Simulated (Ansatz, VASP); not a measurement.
# One calculation of Cu3O2, two programs

File INCAR:

```
PREC = Accurate ; ENCUT = 520
EDIFF = 1E-6 ; ISMEAR = -1
SIGMA = 0.05 ; LREAL = False
LASPH = True ; NELM = 60
ALGO = Normal ; ISIF = 2
LWAVE = False ; LCHARG = False
GGA = PS ; NBANDS = 30
```

KPOINTS

```
Automatic mesh
0
Gamma
  8 8 8
```

POSCAR

```
Cu3O2
1.0
   -2.0229820000      2.0229820000      3.5266723200
    2.0229820000     -2.0229820000      3.5266723200
    2.0229820000      2.0229820000     -3.5266723200
Cu O
3 2
Direct
    0.0000000000      0.0000000000      0.0000000000
    0.7500000000      0.2500000000      0.5000000000
    0.2500000000      0.7500000000      0.5000000000
    0.5000000000      0.0000000000      0.5000000000
    0.0000000000      0.5000000000      0.5000000000
```

input.yaml

```yaml
crystal:
  lattice:
    - [-2.022982, 2.022982, 3.52667232]
    - [2.022982, -2.022982, 3.52667232]
    - [2.022982, 2.022982, -3.52667232]
  atoms:
    - { symbol: Cu, position: [0.0, 0.0, 0.0] }
    - { symbol: Cu, position: [0.75, 0.25, 0.5] }
    - { symbol: Cu, position: [0.25, 0.75, 0.5] }
    - { symbol: O, position: [0.5, 0.0, 0.5] }
    - { symbol: O, position: [0.0, 0.5, 0.5] }
hamiltonian:
  xc: pbesol
  pseudopotentials: { kind: paw }
kpoints:
  mp_grid: { grid: [8, 8, 8] }
  band_path:
    path:
      - [[0.0, 0.0, 0.0], [0.0, 0.0, 0.5], [-0.1645219404, 0.1645219404, 0.5], [-0.3322609702, 0.3322609702, 0.3322609702], [0.0, 0.0, 0.0], [0.5, 0.5, -0.5], [0.3322609702, 0.6677390298, -0.3322609702], [0.0, 0.5, 0.0], [0.25, 0.25, 0.25], [0.5, 0.5, -0.1645219404], [0.5, 0.5, -0.5]]
      - [[0.0, 0.0, 0.5], [0.25, 0.25, 0.25]]
    npoints: 14
scf:
  occupations: { method: fermi_dirac, width: 0.05 }
  n_extra_bands: 12
output:
  forces: true
  stress: true
  eigenvalues: true
  fatbands: true
```

Alike in both runs: functional PBEsol; k mesh 8 × 8 × 8; occupations fermi-dirac, width 0.05 eV; no spin polarisation.

|  | VASP | Ansatz |
| --- | --- | --- |
| version | VASP 6.6.1 | Ansatz 0.2.0 |
| potentials or method | VASP PAW PBE potentials, release 64 (Cu, O) | Ansatz PAW |
| plane-wave cutoff (eV) | 520 | 420 |
| valence electrons in the cell | 45 | 69 |
| task | single point | band structure |

Ansatz gave:

* gap on the k mesh at the Fermi level (eV): none
* pressure (GPa): 3.9
* traceless stress, the component that is largest in VASP (GPa): 10.72

**Question.** What did VASP give for the same quantities?

**Answer.** gap on the k mesh at the Fermi level (eV): none; pressure (GPa): 4.8; traceless stress, the component that is largest in VASP (GPa): 11.84.

VASP's potentials were made for PBE, not for PBEsol. A gap of «none» marks a metal or a gap that the smearing closes. VASP's potentials hold 45 valence electrons a cell and Ansatz's 69, so a difference there can come from the potentials and not from the codes.
